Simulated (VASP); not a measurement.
# Mn (Fm-3m) in VASP: single point with PBE

Aim: the single point of Mn with PBE.

All numbers are computed with VASP 6.6.1; they aren't measurements. Logs are shortened: lines on timing, memory, paths and dates and some standing lists are left out, and cuts for length are marked.

## (1) The cell of the first run

It takes space group Fm-3m (No. 225, cubic). Conventional cell: a = 3.754 Å, b = 3.754 Å, c = 3.754 Å, α = 90.00°, β = 90.00°, γ = 90.00°. Within 3.5 Å of Mn (site symmetry m-3m) lie 12 Mn at 2.65 Å.

## (2) Single point, PBE, collinear spin, ferromagnetic start

File INCAR:

```
ALGO = Normal
EDIFF = 1E-6
ENCUT = 500
GGA = PE
GGA_COMPAT = False
ISIF = 2
ISMEAR = -1
ISPIN = 2
LASPH = True
LCHARG = False
LMAXMIX = 4
LORBIT = 11
LREAL = False
LWAVE = False
MAGMOM = 1.02
NBANDS = 16
NELM = 200
PREC = Accurate
SIGMA = 0.1
```

File KPOINTS:

```
k-points
0
Gamma
  8 8 8
```

File POSCAR:

```
Mn
1.0
    0.0000000000      1.8770000000      1.8770000000
    1.8770000000      0.0000000000      1.8770000000
    1.8770000000      1.8770000000      0.0000000000
Mn
1
Direct
    0.0000000000      0.0000000000      0.0000000000
```

Potentials or basis: VASP PAW PBE potentials, release 64 (Mn_pv).

Command:

```console
$ cat potpaw_PBE.64/Mn_pv/POTCAR > POTCAR
$ mpirun -np 1 vasp_std > vasp.out
```

OUTCAR:

```text
EDIFF = 1E-6
   ENCUT = 500
   GGA = PE
   ISIF = 2
   ISMEAR = -1
   ISPIN = 2
   LASPH = True
   LORBIT = 11
   LREAL = False
   NELM = 200
   PREC = Accurate

 ion  position               nearest neighbor table
   1  0.000  0.000  0.000-

  LATTYP: Found a face centered cubic cell.
 ALAT       =     3.7540000000

  Lattice vectors:

 A1 = (   0.0000000000,   1.8770000000,   1.8770000000)
 A2 = (   1.8770000000,   0.0000000000,   1.8770000000)
 A3 = (   1.8770000000,   1.8770000000,   0.0000000000)

Analysis of symmetry for initial positions (statically):
=====================================================================
 Subroutine PRICEL returns:
 Original cell was already a primitive cell.

 Routine SETGRP: Setting up the symmetry group for a
 face centered cubic supercell.

 Subroutine GETGRP returns: Found 48 space group operations
 (whereof 48 operations were pure point group operations)
 out of a pool of 48 trial point group operations.

The static configuration has the point symmetry O_h .

Analysis of symmetry for dynamics (positions and initial velocities):
=====================================================================
 Subroutine PRICEL returns:
 Original cell was already a primitive cell.

 Routine SETGRP: Setting up the symmetry group for a
 face centered cubic supercell.

 Subroutine GETGRP returns: Found 48 space group operations
 (whereof 48 operations were pure point group operations)
 out of a pool of 48 trial point group operations.

The dynamic configuration has the point symmetry O_h .

Analysis of structural, dynamic, and magnetic symmetry:
=====================================================================
 Subroutine PRICEL returns:
 Original cell was already a primitive cell.

 Routine SETGRP: Setting up the symmetry group for a
 face centered cubic supercell.

 Subroutine GETGRP returns: Found 48 space group operations
 (whereof 48 operations were pure point group operations)
 out of a pool of 48 trial point group operations.

The overall configuration has the point symmetry O_h .

 Subroutine INISYM returns: Found 48 space group operations
 (whereof 48 operations are pure point group operations),
 and found     1 'primitive' translations

----------------------------------------------------------------------------------------

                                     Primitive cell

  volume of cell :      13.2258

  direct lattice vectors                    reciprocal lattice vectors
     0.000000000  1.877000000  1.877000000    -0.266382525  0.266382525  0.266382525
     1.877000000  0.000000000  1.877000000     0.266382525 -0.266382525  0.266382525
     1.877000000  1.877000000  0.000000000     0.266382525  0.266382525 -0.266382525

  length of vectors
     2.654478857  2.654478857  2.654478857     0.461388068  0.461388068  0.461388068

  position of ions in fractional coordinates (direct lattice)
     0.000000000  0.000000000  0.000000000

  ion indices of the primitive-cell ions
   primitive index   ion index
                 1           1

----------------------------------------------------------------------------------------

 KPOINTS: k-points

Automatic generation of k-mesh.
 Grid dimensions read from file:
 generate k-points for:    8    8    8

 Generating k-lattice:

  Cartesian coordinates                     Fractional coordinates (reciprocal lattice)
    -0.033297816  0.033297816  0.033297816     0.125000000  0.000000000  0.000000000
     0.033297816 -0.033297816  0.033297816     0.000000000  0.125000000  0.000000000
     0.033297816  0.033297816 -0.033297816     0.000000000  0.000000000  0.125000000

  Length of vectors
     0.057673509  0.057673509  0.057673509

  Shift w.r.t. Gamma in fractional coordinates (k-lattice)
     0.000000000  0.000000000  0.000000000

 Subroutine IBZKPT returns following result:
 ===========================================

 Found     29 irreducible k-points:

 Following reciprocal coordinates:
            Coordinates               Weight
  0.000000  0.000000  0.000000      1.000000
  0.125000  0.000000  0.000000      8.000000
  0.250000  0.000000  0.000000      8.000000
  0.375000  0.000000  0.000000      8.000000
  0.500000  0.000000  0.000000      4.000000
  0.125000  0.125000  0.000000      6.000000
[... 16 lines left out ...]
  0.500000  0.250000  0.125000     48.000000
 -0.375000  0.250000  0.125000     24.000000
 [... further k-points ...]
   k-points           NKPTS =     29   k-points in BZ     NKDIM =     29   number of bands    NBANDS=     16
   number of dos      NEDOS =    301   number of ions     NIONS =      1
   total plane-waves  NPLWV =   8000
   dimension x,y,z NGX =    20 NGY =   20 NGZ =   20
   dimension x,y,z NGXF=    40 NGYF=   40 NGZF=   40
   ions per type =               1
   NGX,Y,Z   is equivalent  to a cutoff of  12.53, 12.53, 12.53 a.u.
   NGXF,Y,Z  is equivalent  to a cutoff of  25.05, 25.05, 25.05 a.u.
 SYSTEM =  unknown system
   PREC   = accura    normal or accurate (medium, high low for compatibility)
   ISTART =      0    job   : 0-new  1-cont  2-samecut
   ICHARG =      2    charge: 1-file 2-atom 10-const
   ISPIN  =      2    spin polarized calculation?
   LNONCOLLINEAR =      F non collinear calculations
   LSORBIT =      F    spin-orbit coupling
   LASPH  =      T    aspherical Exc in radial PAW
   ENCUT  =  500.0 eV  36.75 Ry    6.06 a.u.   4.84  4.84  4.84*2*pi/ulx,y,z
   NELM   =    200;   NELMIN=  2; NELMDL= -5     # of ELM steps
   EDIFF  = 0.1E-05   stopping-criterion for ELM
   LREAL  =      F    real-space projection
   EDIFFG = 0.1E-04   stopping-criterion for IOM
   NSW    =      0    number of steps for IOM
   IBRION =     -1    ionic relax: 0-MD 1-quasi-New 2-CG
   NFREE  =      0    steps in history (QN), initial steepest desc. (CG)
   ISIF   =      2    stress and relaxation
   ISYM   =      2    0-nonsym 1-usesym 2-fastsym
   POTIM  = 0.5000    time-step for ionic-motion
   TEBEG  =    0.0;   TEEND  =   0.0 temperature during run
   PSTRESS=    0.0 pullay stress
   NELECT =      13.0000    total number of electrons
   NUPDOWN=      -1.0000    fix difference up-down
   EMIN   =  10.00;   EMAX   =-10.00  energy-range for DOS
   EFERMI =   0.00;   METHOD = LEGACY
   ISMEAR =    -1;   SIGMA  =   0.10  broadening in eV -4-tet -1-fermi 0-gaus
   EFERMI_NEDOS =   21; number of points for ismear=-14 and -15
   IALGO  =     38    algorithm
   IMIX   =      4    mixing-type and parameters
     AMIX     =   0.40;   BMIX     =  1.00
     AMIX_MAG =   1.60;   BMIX_MAG =  1.00
  volume/ion in A,a.u.               =      13.23        89.25
  Fermi-wavevector in a.u.,A,eV,Ry     =   1.627727  3.075959 36.048589  2.649497
  Thomas-Fermi vector in A             =   2.720475
   LORBIT       =     11    0 simple, 1 ext, 2 COOP (PROOUT), +10 PAW based schemes
   GGA     = PE    functional components
   LHFCALC =     F    Hartree Fock is set to
   AEXX    =    0.0000 exact exchange contribution
   IVDW    =     0    specifies the selected vdW correction
   LEPSILON=     F    determine dielectric tensor
   LRPA    =     F    only Hartree local field effects (RPA)
 spin polarized calculation
  energy-cutoff  :      500.00
  volume of cell :       13.23
 maximum number of plane-waves:       344
   NGX =  9   NGY =  9   NGZ =  9

 number of electron      12.9999988 magnetization       1.1263084

 Free energy of the ion-electron system (eV)
  ---------------------------------------------------
  ext. energy  EPLUGINS =         0.00000000
  ---------------------------------------------------
  free energy    TOTEN  =        -8.62219624 eV

  energy without entropy =       -8.55343389  energy(sigma->0) =       -8.58781507

 E-fermi :   7.8060     XC(G=0): -12.7961

 val. band max:        7.7882820544   @ k =   0.2500   0.0000   0.0000
 cond. band min:       7.8147699873   @ k =   0.5000   0.3750   0.0000
 fundamental gap:      0.0264879329
 Fermi energy:         7.8060014738

 spin component 1

 k-point     1 :       0.0000    0.0000    0.0000
  band No.  band energies     occupation
      1     -40.4241      1.00000
      2     -40.4241      1.00000
      3     -40.4241      1.00000
      4       0.3769      1.00000
      5       6.6502      0.99999
      6       6.6502      0.99999
[... 8 lines left out ...]
     15      35.8160      0.00000
     16      35.8160      0.00000

 k-point     2 :       0.1250    0.0000    0.0000
  band No.  band energies     occupation
      1     -40.4790      1.00000
      2     -40.4315      1.00000
      3     -40.4315      1.00000
      4       0.9247      1.00000
      5       6.4734      1.00000
      6       6.7753      0.99997
[... 8 lines left out ...]
     15      36.3592      0.00000
     16      36.3592      0.00000

 k-point     3 :       0.2500    0.0000    0.0000
  band No.  band energies     occupation
      1     -40.6104      1.00000
      2     -40.4495      1.00000
      3     -40.4495      1.00000
      4       2.3677      1.00000
      5       6.2282      1.00000
      6       6.7625      0.99997
[... 8 lines left out ...]
     15      35.4159      0.00000
     16      36.1012      0.00000

 k-point     4 :       0.3750    0.0000    0.0000
  band No.  band energies     occupation
      1     -40.7401      1.00000
      2     -40.4675      1.00000
      3     -40.4675      1.00000
      4       3.7104      1.00000
      5       6.5204      1.00000
      6       6.5204      1.00000
[... 8 lines left out ...]
     15      33.6025      0.00000
     16      37.3621      0.00000
[... 324 lines left out ...]
 k-point    22 :       0.3750    0.2500    0.1250
  band No.  band energies     occupation
      1     -40.6425      1.00000
      2     -40.5173      1.00000
      3     -40.4726      1.00000
      4       3.4613      1.00000
      5       5.6916      1.00000
      6       6.4220      1.00000
[... 8 lines left out ...]
     15      36.8912      0.00000
     16      38.8885      0.00000

 k-point    23 :       0.5000    0.2500    0.1250
  band No.  band energies     occupation
      1     -40.7124      1.00000
      2     -40.5580      1.00000
      3     -40.4940      1.00000
      4       4.6029      1.00000
      5       5.6489      1.00000
      6       6.1389      1.00000
[... 8 lines left out ...]
     15      38.0895      0.00000
     16      39.5370      0.00000

 k-point    24 :      -0.3750    0.2500    0.1250
  band No.  band energies     occupation
      1     -40.7425      1.00000
      2     -40.5707      1.00000
      3     -40.5057      1.00000
      4       4.8997      1.00000
      5       5.4817      1.00000
      6       6.4655      1.00000
[... 8 lines left out ...]
     15      38.5397      0.00000
     16      40.3135      0.00000

 [... further k-points ...]

 spin component 2

 k-point     1 :       0.0000    0.0000    0.0000
  band No.  band energies     occupation
      1     -39.1929      1.00000
      2     -39.1929      1.00000
      3     -39.1929      1.00000
      4       0.5495      1.00000
      5       7.4582      0.97007
      6       7.4582      0.97006
[... 8 lines left out ...]
     15      36.1102      0.00000
     16      36.1102      0.00000

 k-point     2 :       0.1250    0.0000    0.0000
  band No.  band energies     occupation
      1     -39.2507      1.00000
      2     -39.2007      1.00000
      3     -39.2007      1.00000
      4       1.0992      1.00000
      5       7.2546      0.99599
      6       7.6014      0.88551
[... 8 lines left out ...]
     15      36.6035      0.00000
     16      36.6035      0.00000

 k-point     3 :       0.2500    0.0000    0.0000
  band No.  band energies     occupation
      1     -39.3886      1.00000
      2     -39.2195      1.00000
      3     -39.2195      1.00000
      4       2.5681      1.00000
      5       6.9184      0.99986
      6       7.7628      0.60646
[... 8 lines left out ...]
     15      35.6962      0.00000
     16      36.1736      0.00000

 k-point     4 :       0.3750    0.0000    0.0000
  band No.  band energies     occupation
      1     -39.5248      1.00000
      2     -39.2383      1.00000
      3     -39.2383      1.00000
      4       4.0903      1.00000
      5       7.2883      0.99439
      6       7.6459      0.83218
[... 8 lines left out ...]
     15      33.9514      0.00000
     16      37.8894      0.00000
[... 324 lines left out ...]
 k-point    22 :       0.3750    0.2500    0.1250
  band No.  band energies     occupation
      1     -39.4225      1.00000
      2     -39.2904      1.00000
      3     -39.2436      1.00000
      4       3.7275      1.00000
      5       6.3933      1.00000
      6       7.5365      0.93670
[... 8 lines left out ...]
     15      37.3265      0.00000
     16      39.5685      0.00000

 k-point    23 :       0.5000    0.2500    0.1250
  band No.  band energies     occupation
      1     -39.4956      1.00000
      2     -39.3332      1.00000
      3     -39.2660      1.00000
      4       5.0818      1.00000
      5       6.4052      1.00000
      6       7.0594      0.99943
[... 8 lines left out ...]
     15      39.1104      0.00000
     16      40.2896      0.00000

 k-point    24 :      -0.3750    0.2500    0.1250
  band No.  band energies     occupation
      1     -39.5270      1.00000
      2     -39.3467      1.00000
      3     -39.2782      1.00000
      4       5.4660      1.00000
      5       6.4977      1.00000
      6       7.1170      0.99898
[... 8 lines left out ...]
     15      40.2938      0.00000
     16      40.5138      0.00000

 [... further k-points ...]

------------------------ aborting loop because EDIFF is reached ----------------------------------------

  FORCE on cell =-STRESS in cart. coord.  units (eV):
  Direction    XX          YY          ZZ          XY          YZ          ZX
  --------------------------------------------------------------------------------------
  -------------------------------------------------------------------------------------
  Total       -2.4641777     -2.4641777     -2.4641777     -0.0000000     -0.0000000      0.0000000
  in kB     -298.5106243   -298.5106243   -298.5106243     -0.0000000     -0.0000000      0.0000000
  external PRESSURE =    -298.5106243 kB  Pullay stress =       0.0000000 kB

 VOLUME and BASIS-vectors are now :
 -----------------------------------------------------------------------------
  energy-cutoff  :      500.00
  volume of cell :       13.23
      direct lattice vectors                 reciprocal lattice vectors
     0.000000000  1.877000000  1.877000000    -0.266382525  0.266382525  0.266382525
     1.877000000  0.000000000  1.877000000     0.266382525 -0.266382525  0.266382525
     1.877000000  1.877000000  0.000000000     0.266382525  0.266382525 -0.266382525

 POSITION                                       TOTAL-FORCE (eV/Angst)
 -----------------------------------------------------------------------------------
      0.00000      0.00000      0.00000        -0.000000      0.000000      0.000000
 -----------------------------------------------------------------------------------
    total drift:                                0.000000      0.000000      0.000000

  FREE ENERGIE OF THE ION-ELECTRON SYSTEM (eV)
  ---------------------------------------------------
  free  energy   TOTEN  =        -8.6221962441 eV

  energy  without entropy=       -8.5534338869  energy(sigma->0) =       -8.58781507

 total charge

# of ion       s       p       d       tot
------------------------------------------
    1        0.355   6.283   5.004  11.642

 magnetization (x)

# of ion       s       p       d       tot
------------------------------------------
    1       -0.004  -0.007   1.130   1.119
```

Run time: 17 s. Hardware: 1 thread of Intel Xeon Platinum 8259CL at 2.50GHz (Skylake/Cascade Lake), shared host; peak memory 0.13 GiB.

Results:

```yaml
Free_energy: -8.6222 eV
Pressure: -29.9 GPa
Net_moment: 1.13 μB per cell
Site_moments: Mn +1.12 μB
Valence_electrons_inside_the_program's_atomic_spheres: Mn 11.64
```

Caveat: the k points lie up to 0.36 Å⁻¹ apart.
